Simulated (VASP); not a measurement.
# NbN in VASP: relaxation of the atoms with PBE

Aim: the relaxation of the atoms of NbN with PBE.

Everything below comes from runs of VASP 6.6.1. Logs are shortened: lines on timing, memory, paths and dates and some standing lists are left out, and cuts for length are marked.

**1. The cell of the first run**

The cell holds a slab with vacuum, 4 atoms: a = 3.127 Å, b = 3.127 Å, c = 18.211 Å, α = 90.00°, β = 90.00°, γ = 90.00°.

**2. Relaxation of the atoms, PBE**

INCAR

```
SYSTEM = NbN
  PREC = Accurate
  ENCUT = 520
  EDIFF = 1E-7
  ISMEAR = -1
  SIGMA = 0.1
  LREAL = .FALSE.
  LASPH = .TRUE.
  NELM = 120
  ALGO = Normal
  ISIF = 2
  LWAVE = .FALSE.
  LCHARG = .FALSE.
  LDIPOL = .TRUE.
  IDIPOL = 3
  DIPOL = 0.5 0.5 0.500
  GGA = PE
  IBRION = 2
  NSW = 60
  EDIFFG = -0.01
  GGA_COMPAT = .FALSE.
  NELMIN = 4
  NELMDL = -8
```

KPOINTS

```
regular mesh
0
G
  13 13 1
  0 0 0
```

POSCAR

```
NbN
1.0
    3.1267856457      0.0000000000      0.0000000000
    0.0000000000      3.1267856457      0.0000000000
    0.0000000000      0.0000000000     18.2110000000
Nb N
2 2
Direct
    0.0000000000      0.0000000000      0.4392957187
    0.5000000000      0.5000000000      0.5607042813
    0.5000000000      0.5000000000      0.4392957187
    0.0000000000      0.0000000000      0.5607042813
```

Potentials or basis: VASP PAW PBE potentials, release 64 (Nb_sv, N).

Launch:

```console
cat potpaw_PBE.64/Nb_sv/POTCAR potpaw_PBE.64/N/POTCAR > POTCAR
mpirun -np 1 vasp_std > vasp.out
```

OUTCAR:

```text
SYSTEM = NbN
   PREC = Accurate
   ENCUT = 520
   EDIFF = 1E-7
   ISMEAR = -1
   LREAL = .FALSE.
   LASPH = .TRUE.
   NELM = 120
   ISIF = 2
   GGA = PE
   IBRION = 2
   NSW = 60
   EDIFFG = -0.01
   NELMIN = 4
   NELMDL = -8

 ion  position               nearest neighbor table
   1  0.000  0.000  0.439-   3 2.21   3 2.21   3 2.21   3 2.21   4 2.21
   2  0.500  0.500  0.561-   4 2.21   4 2.21   4 2.21   4 2.21   3 2.21
   3  0.500  0.500  0.439-   1 2.21   1 2.21   1 2.21   1 2.21   2 2.21
   4  0.000  0.000  0.561-   2 2.21   2 2.21   2 2.21   2 2.21   1 2.21

  LATTYP: Found a simple tetragonal cell.
 ALAT       =     3.1267856457
 C/A-ratio  =     5.8241920181

  Lattice vectors:

 A1 = (   3.1267856457,   0.0000000000,   0.0000000000)
 A2 = (   0.0000000000,   3.1267856457,   0.0000000000)
 A3 = (   0.0000000000,   0.0000000000,  18.2110000000)

Analysis of symmetry for initial positions (statically):
=====================================================================
 Subroutine PRICEL returns:
 Original cell was already a primitive cell.

 Routine SETGRP: Setting up the symmetry group for a
 simple tetragonal supercell.

 Subroutine GETGRP returns: Found 16 space group operations
 (whereof  8 operations were pure point group operations)
 out of a pool of 16 trial point group operations.

The static configuration has the point symmetry C_4v.
 The point group associated with its full space group is D_4h.

Analysis of symmetry for dynamics (positions and initial velocities):
=====================================================================
 Subroutine PRICEL returns:
 Original cell was already a primitive cell.

 Routine SETGRP: Setting up the symmetry group for a
 simple tetragonal supercell.

 Subroutine GETGRP returns: Found 16 space group operations
 (whereof  8 operations were pure point group operations)
 out of a pool of 16 trial point group operations.

The dynamic configuration has the point symmetry C_4v.
 The point group associated with its full space group is D_4h.

 Subroutine INISYM returns: Found 16 space group operations
 (whereof  8 operations are pure point group operations),
 and found     1 'primitive' translations

----------------------------------------------------------------------------------------

                                     Primitive cell

  volume of cell :     178.0451

  direct lattice vectors                    reciprocal lattice vectors
     3.126785646  0.000000000  0.000000000     0.319817254  0.000000000  0.000000000
     0.000000000  3.126785646  0.000000000     0.000000000  0.319817254  0.000000000
     0.000000000  0.000000000 18.211000000     0.000000000  0.000000000  0.054911866

  length of vectors
     3.126785646  3.126785646 18.211000000     0.319817254  0.319817254  0.054911866

  position of ions in fractional coordinates (direct lattice)
     0.000000000  0.000000000  0.439295719
     0.500000000  0.500000000  0.560704281
     0.500000000  0.500000000  0.439295719
     0.000000000  0.000000000  0.560704281

  ion indices of the primitive-cell ions
   primitive index   ion index
                 1           1
                 2           2
                 3           3
                 4           4

----------------------------------------------------------------------------------------

 KPOINTS: regular mesh

Automatic generation of k-mesh.
 Grid dimensions read from file:
 generate k-points for:   13   13    1

 Generating k-lattice:

  Cartesian coordinates                     Fractional coordinates (reciprocal lattice)
     0.024601327  0.000000000  0.000000000     0.076923077  0.000000000  0.000000000
     0.000000000  0.024601327  0.000000000     0.000000000  0.076923077  0.000000000
     0.000000000  0.000000000  0.054911866     0.000000000  0.000000000  1.000000000

  Length of vectors
     0.024601327  0.024601327  0.054911866

  Shift w.r.t. Gamma in fractional coordinates (k-lattice)
     0.000000000  0.000000000  0.000000000

 Subroutine IBZKPT returns following result:
 ===========================================

 Found     28 irreducible k-points:

 Following reciprocal coordinates:
            Coordinates               Weight
  0.000000  0.000000  0.000000      1.000000
  0.076923  0.000000  0.000000      4.000000
  0.153846  0.000000  0.000000      4.000000
  0.230769  0.000000  0.000000      4.000000
  0.307692  0.000000  0.000000      4.000000
  0.384615  0.000000  0.000000      4.000000
[... 16 lines left out ...]
  0.307692  0.307692  0.000000      4.000000
  0.384615  0.307692  0.000000      8.000000
 [... further k-points ...]
   k-points           NKPTS =     28   k-points in BZ     NKDIM =     28   number of bands    NBANDS=     22
   number of dos      NEDOS =    301   number of ions     NIONS =      4
   total plane-waves  NPLWV =  80640
   dimension x,y,z NGX =    24 NGY =   24 NGZ =  140
   dimension x,y,z NGXF=    48 NGYF=   48 NGZF=  280
   ions per type =               2   2
   NGX,Y,Z   is equivalent  to a cutoff of  12.76, 12.76, 12.78 a.u.
   NGXF,Y,Z  is equivalent  to a cutoff of  25.52, 25.52, 25.56 a.u.
 SYSTEM =  NbN
   PREC   = accura    normal or accurate (medium, high low for compatibility)
   ISTART =      0    job   : 0-new  1-cont  2-samecut
   ICHARG =      2    charge: 1-file 2-atom 10-const
   ISPIN  =      1    spin polarized calculation?
   LNONCOLLINEAR =      F non collinear calculations
   LSORBIT =      F    spin-orbit coupling
   LASPH  =      T    aspherical Exc in radial PAW
   ENCUT  =  520.0 eV  38.22 Ry    6.18 a.u.   5.81  5.81 33.86*2*pi/ulx,y,z
   NELM   =    120;   NELMIN=  4; NELMDL= -8     # of ELM steps
   EDIFF  = 0.1E-06   stopping-criterion for ELM
   LREAL  =      F    real-space projection
   EDIFFG = -.1E-01   stopping-criterion for IOM
   NSW    =     60    number of steps for IOM
   IBRION =      2    ionic relax: 0-MD 1-quasi-New 2-CG
   NFREE  =      1    steps in history (QN), initial steepest desc. (CG)
   ISIF   =      2    stress and relaxation
   ISYM   =      2    0-nonsym 1-usesym 2-fastsym
   POTIM  = 0.5000    time-step for ionic-motion
   TEBEG  =    0.0;   TEEND  =   0.0 temperature during run
   PSTRESS=    0.0 pullay stress
   NELECT =      36.0000    total number of electrons
   NUPDOWN=      -1.0000    fix difference up-down
   EMIN   =  10.00;   EMAX   =-10.00  energy-range for DOS
   EFERMI =   0.00;   METHOD = LEGACY
   ISMEAR =    -1;   SIGMA  =   0.10  broadening in eV -4-tet -1-fermi 0-gaus
   EFERMI_NEDOS =   21; number of points for ismear=-14 and -15
   IALGO  =     38    algorithm
   IMIX   =      4    mixing-type and parameters
     AMIX     =   0.40;   BMIX     =  1.00
     AMIX_MAG =   1.60;   BMIX_MAG =  1.00
  volume/ion in A,a.u.               =      44.51       300.38
  Fermi-wavevector in a.u.,A,eV,Ry     =   0.960872  1.815785 12.561926  0.923276
  Thomas-Fermi vector in A             =   2.090195
   LORBIT       =      0    0 simple, 1 ext, 2 COOP (PROOUT), +10 PAW based schemes
   GGA     = PE    functional components
   LHFCALC =     F    Hartree Fock is set to
   AEXX    =    0.0000 exact exchange contribution
   IVDW    =     0    specifies the selected vdW correction
   LEPSILON=     F    determine dielectric tensor
   LRPA    =     F    only Hartree local field effects (RPA)
 conjugate gradient relaxation of ions
 non-spin polarized calculation
  energy-cutoff  :      520.00
  volume of cell :      178.05
 maximum number of plane-waves:      4836
 NGX is ok and might be reduce to    24
   NGX = 11   NGY = 11   NGZ = 67

--------------------------------------- Ionic step        1  -------------------------------------------

 number of electron      36.0000001 magnetization

 Free energy of the ion-electron system (eV)
  ---------------------------------------------------
  ext. energy  EPLUGINS =         0.00000000
  ---------------------------------------------------
  free energy    TOTEN  =       -39.49906843 eV

  energy without entropy =      -39.38716588  energy(sigma->0) =      -39.44311715

------------------------ aborting loop because EDIFF is reached ----------------------------------------

  FORCE on cell =-STRESS in cart. coord.  units (eV):
  Direction    XX          YY          ZZ          XY          YZ          ZX
  --------------------------------------------------------------------------------------
  -------------------------------------------------------------------------------------
  Total       -7.0501406     -7.0501406     -3.8571738      0.0000000     -0.0000000      0.0000000
  in kB      -63.4422167    -63.4422167    -34.7096133      0.0000000     -0.0000000      0.0000000
  external PRESSURE =     -53.8646822 kB  Pullay stress =       0.0000000 kB
[... 177 lines left out ...]
--------------------------------------- Ionic step        6  -------------------------------------------

 number of electron      36.0000002 magnetization

 dipolmoment           0.000000      0.000000      0.000000 electrons x Angstroem

------------------------ aborting loop because EDIFF is reached ----------------------------------------

  FORCE on cell =-STRESS in cart. coord.  units (eV):
  Direction    XX          YY          ZZ          XY          YZ          ZX
  --------------------------------------------------------------------------------------
  -------------------------------------------------------------------------------------
  Total       -6.7517206     -6.7517206     -0.0274035      0.0000000      0.0000000      0.0000000
  in kB      -60.7568195    -60.7568195     -0.2465962      0.0000000      0.0000000      0.0000000
  external PRESSURE =     -40.5867450 kB  Pullay stress =       0.0000000 kB
[... 101 lines left out ...]
--------------------------------------- Ionic step        9  -------------------------------------------

 number of electron      36.0000002 magnetization

 dipolmoment           0.000000      0.000000     -0.000000 electrons x Angstroem

 Free energy of the ion-electron system (eV)
  ---------------------------------------------------
  ext. energy  EPLUGINS =         0.00000000
  ---------------------------------------------------
  free energy    TOTEN  =       -39.96500197 eV

  energy without entropy =      -39.88520957  energy(sigma->0) =      -39.92510577

 E-fermi :   0.8224     XC(G=0):  -4.2714

 val. band max:        0.8175261645   @ k =   0.3077   0.0000   0.0000
 cond. band min:       0.8480870294   @ k =   0.1538   0.1538   0.0000
 fundamental gap:      0.0305608649
 Fermi energy:         0.8224276803

 k-point     1 :       0.0000    0.0000    0.0000
  band No.  band energies     occupation
      1     -55.2065      2.00000
      2     -55.0401      2.00000
      3     -31.5172      2.00000
      4     -31.1881      2.00000
      5     -31.1881      2.00000
      6     -30.9705      2.00000
[... 589 lines left out ...]
     21       3.2110      0.00000
     22       3.3834      0.00000

 [... further k-points ...]

------------------------ aborting loop because EDIFF is reached ----------------------------------------

 vacuum level on the upper side and lower side of the slab       (xc-potential included)        -0.106        -0.106

  FORCE on cell =-STRESS in cart. coord.  units (eV):
  Direction    XX          YY          ZZ          XY          YZ          ZX
  --------------------------------------------------------------------------------------
  -------------------------------------------------------------------------------------
  Total       -6.7584961     -6.7584961     -0.0608616      0.0000000     -0.0000000      0.0000000
  in kB      -60.8177899    -60.8177899     -0.5476762      0.0000000     -0.0000000      0.0000000
  external PRESSURE =     -40.7277520 kB  Pullay stress =       0.0000000 kB
[... 19 lines left out ...]
  FREE ENERGIE OF THE ION-ELECTRON SYSTEM (eV)
  ---------------------------------------------------
  free  energy   TOTEN  =       -39.9650019681 eV

  energy  without entropy=      -39.8852095693  energy(sigma->0) =      -39.92510577

 reached required accuracy - stopping structural energy minimisation

 vacuum level on the upper side and lower side of the slab         3.913         3.913
```

Wall time 9.3 min (1 thread of Intel Xeon Platinum 8488C (Sapphire Rapids), shared host); peak memory 0.34 GiB.

Results:

* Free energy: -39.9650 eV
* Energy gained by relaxing: 116.5 meV/atom
* Ionic steps: 9
* Largest force after relaxing: 0.005 eV/Å
* Band gap on the k mesh: zero (bands 18 and 19 overlap by 1.68 eV)

Forces on the atoms (eV/Å):
```
Nb   0.000  0.000  0.000
Nb   0.000  0.000  0.000
N    0.000  0.000  0.005
N    0.000  0.000 -0.005
```

Step by step:
| step | energy change (eV) | largest force (eV/Å) | pressure (GPa) |
| --- | --- | --- | --- |
| 1 | 0.0000 | 2.3939 | -5.39 |
| 2 | -0.4030 | 0.7579 | -3.49 |
| 3 | -0.4178 | 0.7699 | -3.00 |
| 4 | -0.4601 | 0.2609 | -3.69 |
| 5 | -0.4659 | 0.0269 | -4.04 |
| 6 | -0.4659 | 0.0243 | -4.06 |
| 7 | -0.4659 | 0.0126 | -4.09 |
| 8 | -0.4659 | 0.0126 | -4.08 |
| 9 | -0.4659 | 0.0046 | -4.07 |

Final structure:
```xyz
4
Lattice="3.1268 0.0000 0.0000 0.0000 3.1268 0.0000 0.0000 0.0000 18.2110" Properties=species:S:1:pos:R:3 pbc="T T T"
Nb    0.0000    0.0000    8.1396
Nb    1.5634    1.5634   10.0714
N     1.5634    1.5634    7.8965
N     0.0000    0.0000   10.3145
```
